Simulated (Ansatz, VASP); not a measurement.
Two plane-wave programs on P

```xyz
4
Lattice="1.6304 -5.5581 0.0000 1.6304 5.5581 0.0000 0.0000 0.0000 4.6261" Properties=species:S:1:pos:R:3 pbc="T T T"
P     1.6304    4.5124    4.2270
P     1.6304   -1.0457    2.7122
P     1.6304   -4.5124    0.3991
P     1.6304    1.0457    1.9139
```

Change from the starting cell: strain -0.015 along x and y, +0.015 along z, atoms carried along.

Alike in both runs: task single point; functional PBE; k mesh 10 × 10 × 8; occupations gaussian, width 0.03 eV; no spin polarisation.

```csv
,VASP,Ansatz
version,VASP 6.6.1,Ansatz 0.2.0
potentials or method,"VASP PAW PBE potentials, release 64 (P), cutoff 520 eV","scalar-relativistic, plane waves, PAW"
valence electrons in the cell,20,20
```

|  | VASP | Ansatz | Ansatz less VASP |
| --- | --- | --- | --- |
| gap on the k mesh at the Fermi level (eV) | 0.29 | 0.27 | -0.018 |
| least direct gap on the mesh (eV) | 0.29 | 0.27 | -0.018 |
| pressure (GPa) | 0.9 | 1.2 | +0.32 |
| traceless stress, the component that is largest in VASP (GPa) | -1.96 | -1.93 | +0.033 |
| rms of the force components (eV/Å) | 0.172 | 0.174 | +0.0012 |

Atom by atom the forces differ by 0.031 eV/Å (rms over components). With one functional, cell and mesh, what is left measures potentials, basis and numerics.
